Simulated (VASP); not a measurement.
# Be2C: vibrations by perturbation theory with PBEsol

Crystal: Be2C.

```
Be C
1.0
     0.00000    2.16500    2.16500
     2.16500    0.00000    2.16500
     2.16500    2.16500    0.00000
Be C
2 1
Direct
  0.25000 0.25000 0.25000
  0.75000 0.75000 0.75000
  0.00000 0.00000 0.00000
```

```
Program                : VASP 6.6.1
Task                   : vibrations by perturbation theory
Functional             : PBEsol
Potentials or basis    : VASP PAW PBE potentials, release 64 (Be, C)
Cutoff                 : 600 eV
k mesh                 : 6 × 6 × 6
Occupations            : methfessel-paxton, width 0.1 eV
Spin                   : no spin polarisation
Dipole correction      : no
Further INCAR settings : ALGO = Normal; EDIFF = 1e-08; NBANDS = 11; IBRION = 8; NSW = 1
```

```json
{"Highest phonon frequency at Γ, LO-TO splitting left out": "692 cm⁻¹"}
```

Phonon frequencies in cm⁻¹ (negative: imaginary):
```
              q point                    frequencies
(0.000, 0.000, 0.000)  0 0 0 639 639 639 692 692 692
```

It took 15 s on 1 thread of Intel(R) Xeon(R) 6975P-C (Granite Rapids) (shared host), peak memory 0.15 GiB.

Caveat: the k points lie up to 0.42 Å⁻¹ apart; the cell wasn't relaxed at this level first, which shifts response properties.
